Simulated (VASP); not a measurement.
# Re (R-3m) in VASP: notebook, part 2 of 2

VASP 6.6.1. The steps go on from the part before.

### Step 3. Electric field gradients, LDA (equal xy, yz and zx shear strains of +2 %)

INCAR

```
PREC = Accurate ; ENCUT = 520
EDIFF = 1E-8 ; ISMEAR = -1
SIGMA = 0.03 ; LREAL = F
LASPH = T ; NELM = 80
ALGO = Normal ; ISIF = 2
LWAVE = F ; LCHARG = F
LEFG = T ; NBANDS = 10
```

KPOINTS

```
Automatic mesh
0
Gamma
  14 14 14
```

POSCAR

```
Re
1.0
    0.0395000000      1.9947500000      1.9947500000
    1.9947500000      0.0395000000      1.9947500000
    1.9947500000      1.9947500000      0.0395000000
Re
1
Direct
    0.0000000000      0.0000000000      0.0000000000
```

Potentials or basis: VASP PAW LDA potentials, release 64 (Re).

The run is started by

```
> cat potpaw_LDA.64/Re/POTCAR > POTCAR
> mpirun -np 1 vasp_std > vasp.out
```

OUTCAR:

```text
PREC = Accurate
   ENCUT = 520
   EDIFF = 1E-8
   ISMEAR = -1
   LREAL = F
   LASPH = T
   NELM = 80
   ISIF = 2

 ion  position               nearest neighbor table
   1  0.000  0.000  0.000-

  LATTYP: Found a trigonal (rhomboedric) cell.
 ALAT       =     2.8212790318
 COS(alpha) =     0.5197000882

  Lattice vectors:

 A1 = (   0.0395000000,   1.9947500000,   1.9947500000)
 A2 = (   1.9947500000,   0.0395000000,   1.9947500000)
 A3 = (   1.9947500000,   1.9947500000,   0.0395000000)

Analysis of symmetry for initial positions (statically):
=====================================================================
 Subroutine PRICEL returns:
 Original cell was already a primitive cell.

 Routine SETGRP: Setting up the symmetry group for a
 trigonal (rhombohedral) supercell.

 Subroutine GETGRP returns: Found 12 space group operations
 (whereof 12 operations were pure point group operations)
 out of a pool of 12 trial point group operations.

The static configuration has the point symmetry D_3d.

Analysis of symmetry for dynamics (positions and initial velocities):
=====================================================================
 Subroutine PRICEL returns:
 Original cell was already a primitive cell.

 Routine SETGRP: Setting up the symmetry group for a
 trigonal (rhombohedral) supercell.

 Subroutine GETGRP returns: Found 12 space group operations
 (whereof 12 operations were pure point group operations)
 out of a pool of 12 trial point group operations.

The dynamic configuration has the point symmetry D_3d.

 Subroutine INISYM returns: Found 12 space group operations
 (whereof 12 operations are pure point group operations),
 and found     1 'primitive' translations

----------------------------------------------------------------------------------------

                                     Primitive cell

  volume of cell :      15.4029

  direct lattice vectors                    reciprocal lattice vectors
     0.039500000  1.994750000  1.994750000    -0.258228851  0.253214698  0.253214698
     1.994750000  0.039500000  1.994750000     0.253214698 -0.258228851  0.253214698
     1.994750000  1.994750000  0.039500000     0.253214698  0.253214698 -0.258228851

  length of vectors
     2.821279032  2.821279032  2.821279032     0.441494628  0.441494628  0.441494628

  position of ions in fractional coordinates (direct lattice)
     0.000000000  0.000000000  0.000000000

  ion indices of the primitive-cell ions
   primitive index   ion index
                 1           1

----------------------------------------------------------------------------------------

 KPOINTS: Automatic mesh

Automatic generation of k-mesh.
 Grid dimensions read from file:
 generate k-points for:   14   14   14

 Generating k-lattice:

  Cartesian coordinates                     Fractional coordinates (reciprocal lattice)
    -0.018444918  0.018086764  0.018086764     0.071428571  0.000000000  0.000000000
     0.018086764 -0.018444918  0.018086764     0.000000000  0.071428571  0.000000000
     0.018086764  0.018086764 -0.018444918     0.000000000  0.000000000  0.071428571
[... 64 lines left out ...]
   ISYM   =      2    0-nonsym 1-usesym 2-fastsym
   POTIM  = 0.5000    time-step for ionic-motion
   TEBEG  =    0.0;   TEEND  =   0.0 temperature during run
   PSTRESS=    0.0 pullay stress
   NELECT =       7.0000    total number of electrons
   NUPDOWN=      -1.0000    fix difference up-down
   EMIN   =  10.00;   EMAX   =-10.00  energy-range for DOS
   EFERMI =   0.00;   METHOD = LEGACY
   ISMEAR =    -1;   SIGMA  =   0.03  broadening in eV -4-tet -1-fermi 0-gaus
   EFERMI_NEDOS =   21; number of points for ismear=-14 and -15
   IALGO  =     38    algorithm
   IMIX   =      4    mixing-type and parameters
     AMIX     =   0.40;   BMIX     =  1.00
     AMIX_MAG =   1.60;   BMIX_MAG =  1.00
  volume/ion in A,a.u.               =      15.40       103.94
  Fermi-wavevector in a.u.,A,eV,Ry     =   1.258656  2.378514 21.554537  1.584214
  Thomas-Fermi vector in A             =   2.392254
   LORBIT       =      0    0 simple, 1 ext, 2 COOP (PROOUT), +10 PAW based schemes
   GGA     = CA    functional components
   LHFCALC =     F    Hartree Fock is set to
   AEXX    =    0.0000 exact exchange contribution
   IVDW    =     0    specifies the selected vdW correction
   LEPSILON=     F    determine dielectric tensor
   LRPA    =     F    only Hartree local field effects (RPA)
 non-spin polarized calculation
  energy-cutoff  :      520.00
  volume of cell :       15.40
 maximum number of plane-waves:       426
 NGX is ok and might be reduce to    24
   NGX = 11   NGY = 11   NGZ = 11

 number of electron       7.0000000 magnetization

 Free energy of the ion-electron system (eV)
  ---------------------------------------------------
  ext. energy  EPLUGINS =         0.00000000
  ---------------------------------------------------
  free energy    TOTEN  =       -13.60683788 eV

  energy without entropy =      -13.60274868  energy(sigma->0) =      -13.60479328

 E-fermi :   7.5507     XC(G=0): -13.5960

 val. band max:        7.5476568020   @ k =   0.1429   0.1429  -0.0000
 cond. band min:       7.5529531399   @ k =  -0.4286   0.4286   0.0714
 fundamental gap:      0.0052963378
 Fermi energy:         7.5507027229

 k-point     1 :       0.0000    0.0000    0.0000
  band No.  band energies     occupation
      1      -2.1984      2.00000
      2       5.3778      2.00000
      3       5.8896      2.00000
      4       5.8896      2.00000
      5       8.7008      0.00000
      6       8.7008      0.00000
      7      21.4630      0.00000
      8      26.2750      0.00000
      9      27.1219      0.00000
     10      27.1219      0.00000
[... 287 lines left out ...]
 k-point    24 :       0.2857    0.1429   -0.0000
  band No.  band energies     occupation
      1       0.5664      2.00000
      2       4.1685      2.00000
      3       6.0237      2.00000
      4       6.8049      2.00000
      5       8.3458      0.00000
      6       9.6950      0.00000
      7      22.7756      0.00000
      8      25.8482      0.00000
      9      27.4738      0.00000
     10      28.6333      0.00000

 [... further k-points ...]
[... 5 lines left out ...]
  --------------------------------------------------------------------------------------
  -------------------------------------------------------------------------------------
  Total       -2.1797259     -2.1797259     -2.1797259     -0.3201227     -0.3201227     -0.3201227
  in kB     -226.7308425   -226.7308425   -226.7308425    -33.2985397    -33.2985397    -33.2985397
  external PRESSURE =    -226.7308425 kB  Pullay stress =       0.0000000 kB

 VOLUME and BASIS-vectors are now :
 -----------------------------------------------------------------------------
  energy-cutoff  :      520.00
  volume of cell :       15.40
      direct lattice vectors                 reciprocal lattice vectors
     0.039500000  1.994750000  1.994750000    -0.258228851  0.253214698  0.253214698
     1.994750000  0.039500000  1.994750000     0.253214698 -0.258228851  0.253214698
     1.994750000  1.994750000  0.039500000     0.253214698  0.253214698 -0.258228851

 POSITION                                       TOTAL-FORCE (eV/Angst)
 -----------------------------------------------------------------------------------
      0.00000      0.00000      0.00000        -0.000000      0.000000     -0.000000
 -----------------------------------------------------------------------------------
    total drift:                               -0.000000     -0.000000     -0.000000

  FREE ENERGIE OF THE ION-ELECTRON SYSTEM (eV)
  ---------------------------------------------------
  free  energy   TOTEN  =       -13.6068378814 eV

  energy  without entropy=      -13.6027486828  energy(sigma->0) =      -13.60479328

 Electric field gradients (V/A^2)
---------------------------------------------------------------------
 ion       V_xx      V_yy      V_zz      V_xy      V_xz      V_yz
---------------------------------------------------------------------
   1      -0.000     0.000     0.000    33.817    33.817    33.817
---------------------------------------------------------------------

 Electric field gradients after diagonalization (V/A^2)
 (convention: |V_zz| > |V_xx| > |V_yy|)
----------------------------------------------------------------------
 ion       V_xx      V_yy      V_zz     asymmetry (V_yy - V_xx)/ V_zz
----------------------------------------------------------------------
   1     -33.817   -33.817    67.633       0.000
----------------------------------------------------------------------

           NMR quadrupolar parameters

 Cq : quadrupolar parameter    Cq=e*Q*V_zz/h
 eta: asymmetry parameters     (V_yy - V_xx)/ V_zz
 Q  : nuclear electric quadrupole moment in mb (millibarn)
----------------------------------------------------------------------
 ion       Cq(MHz)       eta       Q (mb)
----------------------------------------------------------------------
   1       0.164       0.000       1.000
----------------------------------------------------------------------
```

OSZICAR:

```text
N       E                     dE             d eps       ncg     rms          rms(c)
DAV:   1     0.110983230679E+02    0.11098E+02   -0.33028E+03  7580   0.628E+02
DAV:   2    -0.133538084946E+02   -0.24452E+02   -0.21426E+02  7704   0.142E+02
DAV:   3    -0.143932138299E+02   -0.10394E+01   -0.10175E+01  9214   0.418E+01
DAV:   4    -0.143969348258E+02   -0.37210E-02   -0.37200E-02  9002   0.142E+00
DAV:   5    -0.143969380418E+02   -0.32159E-05   -0.32151E-05  7916   0.376E-02    0.277E+01
DAV:   6    -0.137913645689E+02    0.60557E+00   -0.57865E-01  9194   0.115E+01    0.109E+01
DAV:   7    -0.136124492169E+02    0.17892E+00   -0.37106E-01  9196   0.870E+00    0.486E-01
DAV:   8    -0.136074406784E+02    0.50085E-02   -0.21178E-03  7728   0.302E-01    0.161E-01
DAV:   9    -0.136068362777E+02    0.60440E-03   -0.31426E-04  7886   0.999E-02    0.237E-02
DAV:  10    -0.136068378576E+02   -0.15799E-05   -0.13959E-05  7948   0.272E-02    0.107E-02
DAV:  11    -0.136068379024E+02   -0.44827E-07   -0.19272E-07  7168   0.678E-03    0.181E-03
DAV:  12    -0.136068378833E+02    0.19122E-07   -0.16410E-08  5640   0.130E-03    0.620E-04
DAV:  13    -0.136068378814E+02    0.19098E-08   -0.11612E-09  3856   0.510E-04
   1 F= -.13606838E+02 E0= -.13604793E+02  d E =-.408920E-02
```

stdout:

```text
POSCAR found type information on POSCAR Re
 POSCAR found :  1 types and       1 ions
 scaLAPACK will be used
 LDA part: xc-table for (Slater(with rela. corr.)+CA(PZ))
 , standard interpolation
 POSCAR, INCAR and KPOINTS ok, starting setup
 FFT: planning ... GRIDC
 FFT: planning ... GRID_SOFT
 FFT: planning ... GRID
 WAVECAR not read
 entering main loop
ion   1
```

It took 24 s on 1 thread of Intel Xeon Platinum 8488C (Sapphire Rapids), shared host; peak memory 0.16 GiB.

What came out:

* Free energy: -13.6068 eV
* Pressure: -22.7 GPa
* Band gap on the k mesh: zero (an odd number of electrons rules out a gap without spin polarisation)
* Largest electric field gradient by atom: Re +67.6 V/Å²

Electric field gradients, principal values (V/Å²):
| atom | least | middle | greatest (by size) |
| --- | --- | --- | --- |
| 1 Re | -33.817 | -33.817 | 67.633 |

Caveat: the cell differs from its parent crystal (equal xy, yz and zx shear strains of +2 %); the cell stands under tension; without QUAD_EFG the Cq values of the log hold for a quadrupole moment of 1 mb, not for the nuclei; spin-orbit coupling is left out, which moves the levels of the heavy elements.
